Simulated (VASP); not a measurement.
# TiSe2 (P-3m1) in VASP: further runs

Runs on TiSe2. Level: PBE+D3(BJ). Tasks: single point, relaxation of cell and atoms.

Program: VASP 6.6.1. These are calculated values, not measurements. Logs are shortened: lines on timing, memory, paths and dates and some standing lists are left out, and cuts for length are marked.

### Step 1. The cell of the first run

Symmetry: P-3m1, No. 164, trigonal system. Conventional cell: a = 3.481 Å, b = 3.481 Å, c = 5.872 Å, α = 90.00°, β = 90.00°, γ = 120.00°. Within 3.4 Å of Ti (site symmetry -3m) lie 6 Se at 2.54 Å. Within 3.4 Å of Se (site symmetry 3m) lie 3 Ti at 2.54 Å.

### Step 2. Single point, PBE+D3(BJ)

File INCAR:

```
SYSTEM = TiSe2
  ALGO = Normal
  EDIFF = 1E-6
  ENCUT = 500
  GGA = PE
  GGA_COMPAT = .False.
  ISIF = 2
  ISMEAR = 0
  IVDW = 12
  LASPH = .True.
  LCHARG = .False.
  LREAL = .False.
  LWAVE = .False.
  NBANDS = 19
  NELM = 120
  PREC = Accurate
  SIGMA = 0.1
```

File KPOINTS:

```
k-points
0
Gamma
  15 15 8
  0 0 0
```

File POSCAR:

```
TiSe2
1.0
    3.4809558474      0.0000000028      0.0000000000
   -1.7404779262      3.0145961919      0.0000000000
    0.0000000000      0.0000000000      5.8719286422
Ti Se
1 2
Direct
    0.0000000000      0.0000000000      0.0000000000
    0.3333333333      0.6666666667      0.2646386964
    0.6666666667      0.3333333333      0.7353613036
```

Potentials or basis: VASP PAW PBE potentials, release 64 (Ti_sv, Se).

Run with:

```sh
cat potpaw_PBE.64/Ti_sv/POTCAR potpaw_PBE.64/Se/POTCAR > POTCAR
mpirun -np 1 vasp_std > vasp.out
```

OUTCAR:

```text
SYSTEM = TiSe2
   EDIFF = 1E-6
   ENCUT = 500
   GGA = PE
   ISIF = 2
   ISMEAR = 0
   IVDW = 12
   LASPH = .True.
   LREAL = .False.
   NELM = 120
   PREC = Accurate
 IVDW          = 12

 ion  position               nearest neighbor table
   1  0.000  0.000  0.000-   2 2.54   3 2.54   3 2.54   2 2.54   3 2.54   2 2.54
   2  0.333  0.667  0.265-   1 2.54   1 2.54   1 2.54
   3  0.667  0.333  0.735-   1 2.54   1 2.54   1 2.54

  LATTYP: Found a hexagonal cell.
 ALAT       =     3.4809558474
 C/A-ratio  =     1.6868724855

  Lattice vectors:

 A1 = (   3.4809558474,   0.0000000028,   0.0000000000)
 A2 = (  -1.7404779262,   3.0145961919,   0.0000000000)
 A3 = (   0.0000000000,   0.0000000000,   5.8719286422)

Analysis of symmetry for initial positions (statically):
=====================================================================
 Subroutine PRICEL returns:
 Original cell was already a primitive cell.

 Routine SETGRP: Setting up the symmetry group for a
 hexagonal supercell.

 Subroutine GETGRP returns: Found 12 space group operations
 (whereof 12 operations were pure point group operations)
 out of a pool of 24 trial point group operations.

The static configuration has the point symmetry D_3d.

Analysis of symmetry for dynamics (positions and initial velocities):
=====================================================================
 Subroutine PRICEL returns:
 Original cell was already a primitive cell.

 Routine SETGRP: Setting up the symmetry group for a
 hexagonal supercell.

 Subroutine GETGRP returns: Found 12 space group operations
 (whereof 12 operations were pure point group operations)
 out of a pool of 24 trial point group operations.

The dynamic configuration has the point symmetry D_3d.

 Subroutine INISYM returns: Found 12 space group operations
 (whereof 12 operations are pure point group operations),
 and found     1 'primitive' translations

----------------------------------------------------------------------------------------

                                     Primitive cell

  volume of cell :      61.6181

  direct lattice vectors                    reciprocal lattice vectors
     3.480955847  0.000000003  0.000000000     0.287277416  0.165859694  0.000000000
    -1.740477926  3.014596192  0.000000000    -0.000000000  0.331719387  0.000000000
     0.000000000  0.000000000  5.871928642     0.000000000  0.000000000  0.170301797

  length of vectors
     3.480955847  3.480955847  5.871928642     0.331719387  0.331719387  0.170301797

  position of ions in fractional coordinates (direct lattice)
     0.000000000  0.000000000  0.000000000
     0.333333333  0.666666667  0.264638696
     0.666666667  0.333333333  0.735361304

  ion indices of the primitive-cell ions
   primitive index   ion index
                 1           1
                 2           2
                 3           3

----------------------------------------------------------------------------------------

 KPOINTS: k-points

Automatic generation of k-mesh.
 Grid dimensions read from file:
 generate k-points for:   15   15    8

 Generating k-lattice:

  Cartesian coordinates                     Fractional coordinates (reciprocal lattice)
     0.019151828  0.011057313  0.000000000     0.066666667 -0.000000000  0.000000000
    -0.000000000  0.022114626  0.000000000     0.000000000  0.066666667  0.000000000
     0.000000000  0.000000000  0.021287725     0.000000000  0.000000000  0.125000000

  Length of vectors
     0.022114626  0.022114626  0.021287725

  Shift w.r.t. Gamma in fractional coordinates (k-lattice)
     0.000000000  0.000000000  0.000000000

 Subroutine IBZKPT returns following result:
 ===========================================

 Found    192 irreducible k-points:

 Following reciprocal coordinates:
            Coordinates               Weight
  0.000000  0.000000  0.000000      1.000000
  0.066667  0.000000  0.000000      6.000000
  0.133333  0.000000  0.000000      6.000000
  0.200000  0.000000  0.000000      6.000000
  0.266667  0.000000  0.000000      6.000000
  0.333333  0.000000  0.000000      6.000000
[... 16 lines left out ...]
  0.333333  0.200000  0.000000     12.000000
  0.400000  0.200000  0.000000      6.000000
 [... further k-points ...]
   k-points           NKPTS =    192   k-points in BZ     NKDIM =    192   number of bands    NBANDS=     19
   number of dos      NEDOS =    301   number of ions     NIONS =      3
   total plane-waves  NPLWV =  37632
   dimension x,y,z NGX =    28 NGY =   28 NGZ =   48
   dimension x,y,z NGXF=    56 NGYF=   56 NGZF=   96
   ions per type =               1   2
   NGX,Y,Z   is equivalent  to a cutoff of  13.37, 13.37, 13.59 a.u.
   NGXF,Y,Z  is equivalent  to a cutoff of  26.74, 26.74, 27.18 a.u.
 SYSTEM =  TiSe2
   PREC   = accura    normal or accurate (medium, high low for compatibility)
   ISTART =      0    job   : 0-new  1-cont  2-samecut
   ICHARG =      2    charge: 1-file 2-atom 10-const
   ISPIN  =      1    spin polarized calculation?
   LNONCOLLINEAR =      F non collinear calculations
   LSORBIT =      F    spin-orbit coupling
   LASPH  =      T    aspherical Exc in radial PAW
   ENCUT  =  500.0 eV  36.75 Ry    6.06 a.u.   6.35  6.35 10.71*2*pi/ulx,y,z
   NELM   =    120;   NELMIN=  2; NELMDL= -5     # of ELM steps
   EDIFF  = 0.1E-05   stopping-criterion for ELM
   LREAL  =      F    real-space projection
   EDIFFG = 0.1E-04   stopping-criterion for IOM
   NSW    =      0    number of steps for IOM
   IBRION =     -1    ionic relax: 0-MD 1-quasi-New 2-CG
   NFREE  =      0    steps in history (QN), initial steepest desc. (CG)
   ISIF   =      2    stress and relaxation
   ISYM   =      2    0-nonsym 1-usesym 2-fastsym
   POTIM  = 0.5000    time-step for ionic-motion
   TEBEG  =    0.0;   TEEND  =   0.0 temperature during run
   PSTRESS=    0.0 pullay stress
   NELECT =      24.0000    total number of electrons
   NUPDOWN=      -1.0000    fix difference up-down
   EMIN   =  10.00;   EMAX   =-10.00  energy-range for DOS
   EFERMI =   0.00;   METHOD = LEGACY
   ISMEAR =     0;   SIGMA  =   0.10  broadening in eV -4-tet -1-fermi 0-gaus
   EFERMI_NEDOS =   21; number of points for ismear=-14 and -15
   IALGO  =     38    algorithm
   IMIX   =      4    mixing-type and parameters
     AMIX     =   0.40;   BMIX     =  1.00
     AMIX_MAG =   1.60;   BMIX_MAG =  1.00
  volume/ion in A,a.u.               =      20.54       138.61
  Fermi-wavevector in a.u.,A,eV,Ry     =   1.195572  2.259304 19.448067  1.429393
  Thomas-Fermi vector in A             =   2.331534
   LORBIT       =      0    0 simple, 1 ext, 2 COOP (PROOUT), +10 PAW based schemes
   GGA     = PE    functional components
   LHFCALC =     F    Hartree Fock is set to
   AEXX    =    0.0000 exact exchange contribution
   IVDW    =    12    specifies the selected vdW correction
   LEPSILON=     F    determine dielectric tensor
   LRPA    =     F    only Hartree local field effects (RPA)
 non-spin polarized calculation
 Gauss-broadening in eV      SIGMA  =   0.10
  energy-cutoff  :      500.00
  volume of cell :       61.62
 maximum number of plane-waves:      1587
 NGX is ok and might be reduce to    28
   NGX = 13   NGY = 13   NGZ = 21

 number of electron      24.0000001 magnetization

 Free energy of the ion-electron system (eV)
  ---------------------------------------------------
  ext. energy  EPLUGINS =         0.00000000
  ---------------------------------------------------
  free energy    TOTEN  =       -18.12496813 eV

  energy without entropy =      -18.12055231  energy(sigma->0) =      -18.12276022

 E-fermi :   5.3630     XC(G=0): -10.2951

 val. band max:        5.3547340728   @ k =   0.0000   0.3333   0.3750
 cond. band min:       5.3705555265   @ k =   0.4667   0.0667   0.5000
 fundamental gap:      0.0158214537
 Fermi energy:         5.3629712412

 k-point     1 :       0.0000    0.0000    0.0000
  band No.  band energies     occupation
      1     -52.1509      2.00000
      2     -28.3837      2.00000
      3     -28.3696      2.00000
      4     -28.3696      2.00000
      5      -8.8317      2.00000
      6      -7.2294      2.00000
[... 11 lines left out ...]
     18      11.0993      0.00000
     19      11.5258      0.00000

 k-point     2 :       0.0667    0.0000    0.0000
  band No.  band energies     occupation
      1     -52.1505      2.00000
      2     -28.3828      2.00000
      3     -28.3741      2.00000
      4     -28.3706      2.00000
      5      -8.7801      2.00000
      6      -7.2112      2.00000
[... 11 lines left out ...]
     18      11.4939      0.00000
     19      11.8311      0.00000

 k-point     3 :       0.1333    0.0000    0.0000
  band No.  band energies     occupation
      1     -52.1494      2.00000
      2     -28.3870      2.00000
      3     -28.3799      2.00000
      4     -28.3735      2.00000
      5      -8.6289      2.00000
      6      -7.1595      2.00000
[... 11 lines left out ...]
     18      12.2287      0.00000
     19      12.5574      0.00000

 k-point     4 :       0.2000    0.0000    0.0000
  band No.  band energies     occupation
      1     -52.1477      2.00000
      2     -28.4058      2.00000
      3     -28.3778      2.00000
      4     -28.3758      2.00000
      5      -8.3897      2.00000
      6      -7.0836      2.00000
[... 11 lines left out ...]
     18      12.5997      0.00000
     19      13.1546      0.00000

 k-point     5 :       0.2667    0.0000    0.0000
  band No.  band energies     occupation
      1     -52.1458      2.00000
      2     -28.4274      2.00000
      3     -28.3827      2.00000
      4     -28.3710      2.00000
      5      -8.0834      2.00000
      6      -6.9994      2.00000
[... 11 lines left out ...]
     18      12.4561      0.00000
     19      13.0925      0.00000

 k-point     6 :       0.3333    0.0000    0.0000
  band No.  band energies     occupation
      1     -52.1440      2.00000
      2     -28.4478      2.00000
      3     -28.3874      2.00000
      4     -28.3664      2.00000
      5      -7.7427      2.00000
      6      -6.9307      2.00000
[... 11 lines left out ...]
     18      12.2094      0.00000
     19      12.6194      0.00000

 k-point     7 :       0.4000    0.0000    0.0000
  band No.  band energies     occupation
      1     -52.1425      2.00000
      2     -28.4638      2.00000
      3     -28.3910      2.00000
      4     -28.3628      2.00000
      5      -7.4136      2.00000
      6      -6.9085      2.00000
[... 11 lines left out ...]
     18      11.9213      0.00000
     19      12.3967      0.00000

 k-point     8 :       0.4667    0.0000    0.0000
  band No.  band energies     occupation
      1     -52.1417      2.00000
      2     -28.4725      2.00000
      3     -28.3930      2.00000
      4     -28.3609      2.00000
      5      -7.1521      2.00000
      6      -6.9630      2.00000
[... 256 lines left out ...]
 k-point    20 :       0.4000    0.1333    0.0000
  band No.  band energies     occupation
      1     -52.1414      2.00000
      2     -28.4669      2.00000
      3     -28.4038      2.00000
      4     -28.3600      2.00000
      5      -7.0961      2.00000
      6      -6.9196      2.00000
[... 11 lines left out ...]
     18      11.9825      0.00000
     19      12.8733      0.00000

 k-point    21 :       0.2000    0.2000    0.0000
  band No.  band energies     occupation
      1     -52.1435      2.00000
      2     -28.4431      2.00000
      3     -28.3982      2.00000
      4     -28.3653      2.00000
      5      -7.6705      2.00000
      6      -6.9001      2.00000
[... 11 lines left out ...]
     18      12.5918      0.00000
     19      13.8883      0.00000

 k-point    22 :       0.2667    0.2000    0.0000
  band No.  band energies     occupation
      1     -52.1421      2.00000
      2     -28.4528      2.00000
      3     -28.4071      2.00000
      4     -28.3620      2.00000
      5      -7.3765      2.00000
      6      -6.8565      2.00000
[... 11 lines left out ...]
     18      11.9310      0.00000
     19      13.8593      0.00000

 k-point    23 :       0.3333    0.2000    0.0000
  band No.  band energies     occupation
      1     -52.1412      2.00000
      2     -28.4588      2.00000
      3     -28.4136      2.00000
      4     -28.3597      2.00000
      5      -7.1274      2.00000
      6      -6.8580      2.00000
[... 11 lines left out ...]
     18      11.5562      0.00000
     19      13.7429      0.00000

 k-point    24 :       0.4000    0.2000    0.0000
  band No.  band energies     occupation
      1     -52.1409      2.00000
      2     -28.4608      2.00000
      3     -28.4159      2.00000
      4     -28.3589      2.00000
      5      -6.9926      2.00000
      6      -6.9009      2.00000
[... 11 lines left out ...]
     18      11.4401      0.00000
     19      13.6893      0.00000

 [... further k-points ...]

------------------------ aborting loop because EDIFF is reached ----------------------------------------

 Edisp (eV)   -1.35029

 E8    (eV) :    -0.5857

  FORCE on cell =-STRESS in cart. coord.  units (eV):
  Direction    XX          YY          ZZ          XY          YZ          ZX
  --------------------------------------------------------------------------------------
  -------------------------------------------------------------------------------------
  Total       0.03734     0.03734     0.04450    -0.00000     0.00000    -0.00000
  in kB       0.97079     0.97079     1.15719    -0.00000     0.00000    -0.00000
  external pressure =        1.03 kB  Pullay stress =        0.00 kB

 VOLUME and BASIS-vectors are now :
 -----------------------------------------------------------------------------
  energy-cutoff  :      500.00
  volume of cell :       61.62
      direct lattice vectors                 reciprocal lattice vectors
     3.480955847  0.000000003  0.000000000     0.287277416  0.165859694  0.000000000
    -1.740477926  3.014596192  0.000000000    -0.000000000  0.331719387  0.000000000
     0.000000000  0.000000000  5.871928642     0.000000000  0.000000000  0.170301797

 POSITION                                       TOTAL-FORCE (eV/Angst)
 -----------------------------------------------------------------------------------
      0.00000      0.00000      0.00000        -0.000000     -0.000000      0.000000
     -0.00000      2.00973      1.55394        -0.000000      0.000000      0.018767
      1.74048      1.00487      4.31799         0.000000     -0.000000     -0.018767
 -----------------------------------------------------------------------------------
    total drift:                               -0.000000     -0.000000      0.000000

  FREE ENERGIE OF THE ION-ELECTRON SYSTEM (eV)
  ---------------------------------------------------
  free  energy   TOTEN  =       -19.4752554385 eV

  energy  without entropy=      -19.4708396185  energy(sigma->0) =      -19.47304753
```

Wall time 95 s (1 thread of Intel Xeon 6975P-C (Granite Rapids), shared host); peak memory 0.35 GiB.

Results:

```
Free energy                : -19.4753 eV
Pressure                   : 0.1 GPa
Largest force              : 0.019 eV/Å
Band gap on the k mesh     : zero (band 12 reaches 5.89 eV, above the bottom of band 13 at 5.14 eV)
Dispersion energy per atom : -0.450 eV
```

Forces on the atoms (eV/Å):
```
Ti   0.000  0.000  0.000
Se   0.000  0.000  0.019
Se   0.000  0.000 -0.019
```

Levels at points of the mesh, in eV from the Fermi level:
| k point | band 8 | band 9 | band 10 | band 11 | band 12 | band 13 | band 14 | band 15 | band 16 | band 17 |
| --- | --- | --- | --- | --- | --- | --- | --- | --- | --- | --- |
| (0.00, 0.00, 0.00) | -2.23 | -2.23 | 0.36 | 0.52 | 0.52 | 0.58 | 0.62 | 0.62 | 3.31 | 3.31 |
| (0.00, 0.00, 0.50) | -2.88 | -2.15 | -2.15 | 0.31 | 0.31 | 0.50 | 0.50 | 1.28 | 3.76 | 3.76 |

Caveat: pairwise dispersion overbinds metals, which lowers pressure and volume.

[end of part 1 of 2]
